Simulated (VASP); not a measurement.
**HfO3: single point with PBE**

Crystal: HfO3.

```
Hf O
1.0
     0.00000    3.05075    3.05075
     3.05075    0.00000    3.05075
     3.05075    3.05075    0.00000
Hf O
1 3
Direct
  0.50000 0.50000 0.50000
  0.00000 0.00000 0.00000
  0.25000 0.25000 0.25000
  0.75000 0.75000 0.75000
```

The cell was built from a structure type or drawn by symmetry, and may not be a known phase.

```json
{
  "Program": "VASP 6.6.1",
  "Task": "single point",
  "Functional": "PBE",
  "Potentials or basis": "VASP PAW PBE potentials, release 64 (Hf_pv, O)",
  "Cutoff": "520 eV",
  "k mesh": "6 × 6 × 6",
  "Occupations": "gaussian, width 0.1 eV",
  "Spin": "no spin polarisation",
  "Dipole correction": "no",
  "Further INCAR settings": "ALGO = Normal; EDIFF = 1e-06; NBANDS = 22"
}
```

- Pressure: -40.3 GPa
- Band gap on the k mesh: zero (bands 14 and 15 overlap by 0.44 eV)

Levels at points of the mesh, in eV from the Fermi level:
| k point | band 12 | band 13 | band 14 | band 15 | band 16 | band 17 |
| --- | --- | --- | --- | --- | --- | --- |
| (0.00, 0.00, 0.00) | -1.68 | 0.00 | 0.00 | 0.00 | 2.34 | 2.34 |
| (0.50, 0.00, 0.00) | -1.34 | -0.38 | -0.38 | 0.04 | 3.28 | 3.44 |
| (0.50, 0.50, 0.00) | -1.06 | -0.29 | 0.28 | 0.28 | 2.75 | 2.89 |

Wall time 32 s on 1 thread of Intel Xeon 8259CL, with other jobs on the host, peak memory 0.18 GiB.

Caveat: the cell stands under tension; spin-orbit coupling is left out, which moves the levels of the heavy elements.
